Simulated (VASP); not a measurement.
Input of a VASP 6.6.1 run:

INCAR

```
PREC     = Accurate       # precision mode
ENCUT    = 520            # plane-wave cutoff, eV
EDIFF    = 1E-7           # SCF threshold, eV
ISMEAR   = -1             # smearing method
SIGMA    = 0.02           # smearing width, eV
LREAL    = F              # projectors in reciprocal space
LASPH    = T              # aspherical terms in the spheres
NELM     = 60             # most SCF steps
ALGO     = Normal         # electronic algorithm
ISIF     = 2              # what is computed and relaxed
LWAVE    = F              # write WAVECAR
LCHARG   = F              # write CHGCAR
GGA      = PS             # functional
NBANDS   = 21             # bands
```

Contents of KPOINTS:

```
regular mesh
0
Gamma
  8 8 8
```

The input POSCAR:

```
Ge
1.0
    0.0000000000      2.8372830903      2.8372830903
    2.8372830903      0.0000000000      2.8372830903
    2.8372830903      2.8372830903      0.0000000000
Ge
2
Direct
    0.0000000000      0.0000000000      0.0000000000
    0.2500000000      0.2500000000      0.2500000000
```

Potentials or basis: VASP PAW PBE potentials, release 64 (Ge_d).

Command:

```console
$ cat potpaw_PBE.64/Ge_d/POTCAR > POTCAR
$ mpirun -np 1 vasp_std > vasp.out
```

Problem. Estimate the band gap on the k mesh.

Solution. Zero (filled and empty bands touch).

Problem. What does it give for the pressure?

Solution. 0.0 GPa.

Caveat: the PAW data sets were made with another functional, which shifts forces and pressure a little.
